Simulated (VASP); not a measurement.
# Zn2SbO3 (P6/mmm) in VASP: notebook, part 2 of 2

VASP 6.6.1.

## 4. Single point, PBE

This run uses another cell than the first one, of 18.94 Å³/atom.

INCAR reads:

```
PREC = Accurate
ENCUT = 600
EDIFF = 1E-6
ISMEAR = 0
SIGMA = 0.1
LREAL = False
LASPH = True
NELM = 120
ALGO = Normal
ISIF = 2
LWAVE = False
LCHARG = True
GGA = PE
LELF = True
LVHAR = True
NBANDS = 38
GGA_COMPAT = False
```

KPOINTS reads:

```
Automatic mesh
0
Gamma
  6 6 4
```

POSCAR reads:

```
Zn2SbO3
1.0
    6.2465212435     -0.0000000036      0.0000000000
   -3.1232606186      5.4096460840      0.0000000000
    0.0000000000      0.0000000000      3.3637845817
Zn Sb O
2 1 3
Direct
    0.3333333333      0.6666666667      0.0000000000
    0.6666666667      0.3333333333      0.0000000000
    0.0000000000      0.0000000000      0.0000000000
    0.5000000000      0.0000000000      0.0000000000
    0.0000000000      0.5000000000      0.0000000000
    0.5000000000      0.5000000000      0.0000000000
```

Potentials or basis: VASP PAW PBE potentials, release 64 (Zn, Sb_d_GW, O).

Launch:

```console
$ cat potpaw_PBE.64/Zn/POTCAR potpaw_PBE.64/Sb_d_GW/POTCAR potpaw_PBE.64/O/POTCAR > POTCAR
$ mpirun -np 1 vasp_std > vasp.out
```

OUTCAR:

```text
PREC = Accurate
   ENCUT = 600
   EDIFF = 1E-6
   ISMEAR = 0
   LREAL = False
   LASPH = True
   NELM = 120
   ISIF = 2
   GGA = PE

 ion  position               nearest neighbor table
   1  0.333  0.667  0.000-   5 1.80   4 1.80   6 1.80
   2  0.667  0.333  0.000-   5 1.80   4 1.80   6 1.80
   3  0.000  0.000  0.000-
   4  0.500  0.000  0.000-   1 1.80   2 1.80
   5  0.000  0.500  0.000-   1 1.80   2 1.80
   6  0.500  0.500  0.000-   1 1.80   2 1.80

  LATTYP: Found a hexagonal cell.
 ALAT       =     6.2465212435
 C/A-ratio  =     0.5385052657

  Lattice vectors:

 A1 = (   6.2465212435,  -0.0000000036,   0.0000000000)
 A2 = (  -3.1232606186,   5.4096460840,   0.0000000000)
 A3 = (   0.0000000000,   0.0000000000,   3.3637845817)

Analysis of symmetry for initial positions (statically):
=====================================================================
 Subroutine PRICEL returns:
 Original cell was already a primitive cell.

 Routine SETGRP: Setting up the symmetry group for a
 hexagonal supercell.

 Subroutine GETGRP returns: Found 24 space group operations
 (whereof 24 operations were pure point group operations)
 out of a pool of 24 trial point group operations.

The static configuration has the point symmetry D_6h.

Analysis of symmetry for dynamics (positions and initial velocities):
=====================================================================
 Subroutine PRICEL returns:
 Original cell was already a primitive cell.

 Routine SETGRP: Setting up the symmetry group for a
 hexagonal supercell.

 Subroutine GETGRP returns: Found 24 space group operations
 (whereof 24 operations were pure point group operations)
 out of a pool of 24 trial point group operations.

The dynamic configuration has the point symmetry D_6h.

 Subroutine INISYM returns: Found 24 space group operations
[... 121 lines left out ...]
     AMIX_MAG =   1.60;   BMIX_MAG =  1.00
  volume/ion in A,a.u.               =      18.94       127.84
  Fermi-wavevector in a.u.,A,eV,Ry     =   1.300633  2.457840 23.016237  1.691646
  Thomas-Fermi vector in A             =   2.431819
   LORBIT       =      0    0 simple, 1 ext, 2 COOP (PROOUT), +10 PAW based schemes
   GGA     = PE    functional components
   LHFCALC =     F    Hartree Fock is set to
   AEXX    =    0.0000 exact exchange contribution
   IVDW    =     0    specifies the selected vdW correction
   LEPSILON=     F    determine dielectric tensor
   LRPA    =     F    only Hartree local field effects (RPA)
 non-spin polarized calculation
 Gauss-broadening in eV      SIGMA  =   0.10
  energy-cutoff  :      600.00
  volume of cell :      113.67
 maximum number of plane-waves:      3829
 NGX is ok and might be reduce to    50
   NGX = 25   NGY = 25   NGZ = 13

 number of electron      57.0000014 magnetization

 Free energy of the ion-electron system (eV)
  ---------------------------------------------------
  ext. energy  EPLUGINS =         0.00000000
  ---------------------------------------------------
  free energy    TOTEN  =       -23.45485554 eV

  energy without entropy =      -23.42067643  energy(sigma->0) =      -23.43776599

 E-fermi :   0.3881     XC(G=0):  -9.0887

 val. band max:        0.3811932436   @ k =   0.3333   0.0000   0.2500
 cond. band min:       0.4113067848   @ k =   0.1667   0.1667   0.2500
 fundamental gap:      0.0301135412
 Fermi energy:         0.3881290353

 k-point     1 :       0.0000    0.0000    0.0000
  band No.  band energies     occupation
      1     -29.4064      2.00000
      2     -29.4064      2.00000
      3     -29.3554      2.00000
      4     -29.3387      2.00000
      5     -29.3387      2.00000
      6     -16.9119      2.00000
[... 850 lines left out ...]
     37       9.0874      0.00000
     38      10.1125      0.00000

------------------------ aborting loop because EDIFF is reached ----------------------------------------

  FORCE on cell =-STRESS in cart. coord.  units (eV):
  Direction    XX          YY          ZZ          XY          YZ          ZX
  --------------------------------------------------------------------------------------
  -------------------------------------------------------------------------------------
  Total        0.5693087      0.5693087     -0.0324587      0.0000000      0.0000000      0.0000000
  in kB        8.0245960      8.0245960     -0.4575158      0.0000000      0.0000000      0.0000000
  external PRESSURE =       5.1972254 kB  Pullay stress =       0.0000000 kB

 VOLUME and BASIS-vectors are now :
 -----------------------------------------------------------------------------
  energy-cutoff  :      600.00
  volume of cell :      113.67
      direct lattice vectors                 reciprocal lattice vectors
     6.246521244 -0.000000004  0.000000000     0.160089106  0.092427488  0.000000000
    -3.123260619  5.409646084  0.000000000     0.000000000  0.184854977  0.000000000
     0.000000000  0.000000000  3.363784582     0.000000000  0.000000000  0.297284198

 POSITION                                       TOTAL-FORCE (eV/Angst)
 -----------------------------------------------------------------------------------
      0.00000      3.60643      0.00000         0.000000     -0.000000      0.000000
      3.12326      1.80322      0.00000        -0.000000      0.000000      0.000000
      0.00000      0.00000      0.00000        -0.000000      0.000000      0.000000
      3.12326     -0.00000      0.00000        -0.000000      0.000000      0.000000
     -1.56163      2.70482      0.00000        -0.000000      0.000000      0.000000
      1.56163      2.70482      0.00000        -0.000000      0.000000      0.000000
 -----------------------------------------------------------------------------------
    total drift:                                0.000000     -0.000000     -0.000000

  FREE ENERGIE OF THE ION-ELECTRON SYSTEM (eV)
  ---------------------------------------------------
  free  energy   TOTEN  =       -23.4548555430 eV

  energy  without entropy=      -23.4206764327  energy(sigma->0) =      -23.43776599
```

OSZICAR:

```text
N       E                     dE             d eps       ncg     rms          rms(c)
DAV:   1     0.588664846987E+03    0.58866E+03   -0.26528E+04  2398   0.116E+04
DAV:   2     0.746798574107E+02   -0.51398E+03   -0.48777E+03  2472   0.174E+03
DAV:   3    -0.259220442859E+02   -0.10060E+03   -0.98402E+02  2592   0.289E+02
DAV:   4    -0.320537393896E+02   -0.61317E+01   -0.61065E+01  2554   0.593E+01
DAV:   5    -0.321673094842E+02   -0.11357E+00   -0.11351E+00  2092   0.666E+00    0.234E+01
DAV:   6    -0.245553490390E+02    0.76120E+01   -0.34950E+01  2800   0.894E+01    0.141E+01
DAV:   7    -0.241242186124E+02    0.43113E+00   -0.13628E+01  2536   0.323E+01    0.108E+01
DAV:   8    -0.235619332389E+02    0.56229E+00   -0.13235E+00  2538   0.104E+01    0.565E+00
DAV:   9    -0.236479119446E+02   -0.85979E-01   -0.16758E+00  2506   0.640E+00    0.393E+00
DAV:  10    -0.234566786694E+02    0.19123E+00   -0.55090E-01  2412   0.592E+00    0.599E-01
DAV:  11    -0.234586292452E+02   -0.19506E-02   -0.13677E-02  2350   0.155E+00    0.566E-01
DAV:  12    -0.234594638864E+02   -0.83464E-03   -0.56692E-03  2592   0.868E-01    0.452E-01
DAV:  13    -0.234556881142E+02    0.37758E-02   -0.60713E-03  2482   0.960E-01    0.193E-01
DAV:  14    -0.234554272396E+02    0.26087E-03   -0.30633E-04  2206   0.114E-01    0.166E-01
DAV:  15    -0.234548640109E+02    0.56323E-03   -0.12456E-03  2550   0.209E-01    0.285E-02
DAV:  16    -0.234548556528E+02    0.83581E-05   -0.90714E-05  2318   0.593E-02    0.128E-02
DAV:  17    -0.234548555430E+02    0.10973E-06   -0.72876E-06  1898   0.211E-02
   1 F= -.23454856E+02 E0= -.23437766E+02  d E =-.341791E-01
```

stdout:

```text
POSCAR found type information on POSCAR ZnSbO
 POSCAR found :  3 types and       6 ions
 scaLAPACK will be used
 LDA part: xc-table for (Slater+PW92), standard interpolation
 POSCAR, INCAR and KPOINTS ok, starting setup
 FFT: planning ... GRIDC
 FFT: planning ... GRID_SOFT
 FFT: planning ... GRID
 WAVECAR not read
 entering main loop
```

Wall time 1.9 min (1 thread of AMD EPYC 9R45 (Zen 5), shared host); peak memory 0.3 GiB.

What came out:

```yaml
Free_energy: -23.4549 eV
Pressure: 0.5 GPa
Band_gap_on_the_k_mesh: zero (an odd number of electrons rules out a gap without spin polarisation)
```

Stress tensor (GPa, compression positive):
```
 0.80  0.00  0.00
 0.00  0.80  0.00
 0.00  0.00 -0.05
```

Levels at points of the mesh, in eV from the Fermi level:
| k point | band 24 | band 25 | band 26 | band 27 | band 28 | band 29 | band 30 | band 31 | band 32 | band 33 |
| --- | --- | --- | --- | --- | --- | --- | --- | --- | --- | --- |
| (0.00, 0.00, 0.00) | -1.15 | -0.31 | -0.31 | -0.11 | -0.11 | 1.53 | 1.53 | 2.73 | 3.75 | 6.84 |
| (0.50, 0.00, 0.00) | -0.88 | -0.86 | -0.64 | -0.50 | -0.33 | -0.11 | 1.01 | 3.68 | 4.79 | 5.40 |
| (0.00, 0.00, 0.50) | -1.96 | -1.04 | -0.86 | -0.86 | -0.02 | -0.02 | 2.43 | 2.43 | 4.31 | 6.01 |
| (0.50, 0.00, 0.50) | -2.13 | -1.63 | -1.48 | -0.87 | -0.64 | -0.25 | 0.80 | 2.00 | 5.14 | 5.46 |

Caveat: the k points lie up to 0.47 Å⁻¹ apart, too coarse for converged energies and pressures of a metal; spin-orbit coupling is left out, which moves the levels of the heavy elements; an odd number of electrons without spin polarisation forces a metal; a magnetic or distorted state may lie lower.

## 5. Summary

```csv
cell,k mesh,gap on the mesh (eV),pressure (GPa)
"a = 6.244, b = 6.244, c = 3.303 Å, angles 90.0, 90.0, 120.0°, 6 atoms",3 × 3 × 6,none,0.5
"a = 6.253, b = 6.253, c = 3.231 Å, angles 90.0, 90.0, 120.0°, 6 atoms",6 × 6 × 12,none,0.5
"a = 6.247, b = 6.247, c = 3.364 Å, angles 90.0, 90.0, 120.0°, 6 atoms",6 × 6 × 4,none,0.5
```

Alike in all rows: task single point; level PBE; potentials or basis VASP PAW PBE potentials, release 64 (Zn, Sb_d_GW, O); no spin polarisation; cutoff (eV) 600; smearing gaussian 0.1 eV.

Caveats: some runs use coarse meshes; spin-orbit coupling is left out, which moves the levels of the heavy elements; an odd number of electrons without spin polarisation forces a metal; a magnetic or distorted state may lie lower.

Absolute energies hang on the potentials; compare differences alone.
